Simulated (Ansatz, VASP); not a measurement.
**Cd in VASP and in Ansatz**

```
CELL_PARAMETERS angstrom
2.95847 0.00000 0.00000
-1.47924 2.56211 0.00000
0.00000 0.00000 5.88593
ATOMIC_POSITIONS crystal
Cd 0.33333 0.66667 0.25000
Cd 0.66667 0.33333 0.75000
```

Alike in both runs: task relaxation of cell and atoms; functional PBEsol; k mesh 18 × 18 × 8; occupations gaussian, width 0.1 eV; no spin polarisation.

|  | VASP | Ansatz |
| --- | --- | --- |
| version | VASP 6.6.1 | Ansatz 0.2.0 |
| potentials or method | VASP PAW PBE potentials, release 64 (Cd), cutoff 600 eV | scalar-relativistic, plane waves, PAW |
| valence electrons in the cell | 24 | 40 |

Ansatz gave:

* gap on the k mesh at the Fermi level, each at its own relaxed structure (eV): none
* relaxed volume (Å³/atom): 21.06
* relaxed length of the cell vector where the two differ most in proportion (Å): 2.943

Question: Which values does VASP return?

Answer: gap on the k mesh at the Fermi level, each at its own relaxed structure (eV): none; relaxed volume (Å³/atom): 21.13; relaxed length of the cell vector where the two differ most in proportion (Å): 2.950.

VASP's potentials were made for PBE, not for PBEsol. A gap of «none» marks a metal or a gap that the smearing closes. VASP's potentials hold 24 valence electrons a cell and Ansatz's 40, so a difference there can come from the potentials and not from the codes.
